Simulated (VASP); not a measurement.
Set up this calculation in VASP 6.6.1, as the native input.

* Task: single point
* Functional: LDA
* Potentials or basis: VASP PAW LDA potentials, release 64 (In_d, As)
* Cutoff: 520 eV
* k mesh: 8 × 8 × 8
* Occupations: fermi-dirac, width 0.05 eV
* Spin: no spin polarisation
* Dipole correction: no
* Further INCAR settings: ALGO = Normal; EDIFF = 1e-06; NBANDS = 16

The structure of InAs lies in POSCAR:

```
InAs
1.0
    0.0000000000      3.0132394431      3.0132394431
    3.0132394431      0.0000000000      3.0132394431
    3.0132394431      3.0132394431      0.0000000000
In As
1 1
Direct
    0.0000000000      0.0000000000      0.0000000000
    0.7500000000      0.7500000000      0.7500000000
```

The input as run:

INCAR

```
ALGO     = Normal         # electronic algorithm
EDIFF    = 1E-6           # SCF threshold, eV
ENCUT    = 520            # plane-wave cutoff, eV
ISIF     = 2              # what is computed and relaxed
ISMEAR   = -1             # smearing method
LASPH    = T              # aspherical terms in the spheres
LCHARG   = F              # write CHGCAR
LREAL    = F              # projectors in reciprocal space
LWAVE    = F              # write WAVECAR
NBANDS   = 16             # bands
NELM     = 60             # most SCF steps
PREC     = Accurate       # precision mode
SIGMA    = 0.05           # smearing width, eV
```

KPOINTS

```
k-points
0
Gamma
  8 8 8
```

Potentials or basis: VASP PAW LDA potentials, release 64 (In_d, As).

Run with:

```bash
$ cat potpaw_LDA.64/In_d/POTCAR potpaw_LDA.64/As/POTCAR > POTCAR
$ mpirun -np 1 vasp_std > vasp.out
```

It gave:

```
Pressure               : 0.1 GPa
Band gap on the k mesh : zero (filled and empty bands touch)
```

Caveat: semilocal functionals underestimate gaps, so a narrow gap can read as zero; spin-orbit coupling is left out, which moves the levels of the heavy elements.

It took 28 s on 1 thread of Intel Xeon 8259CL, on a shared host, peak memory 0.16 GiB.
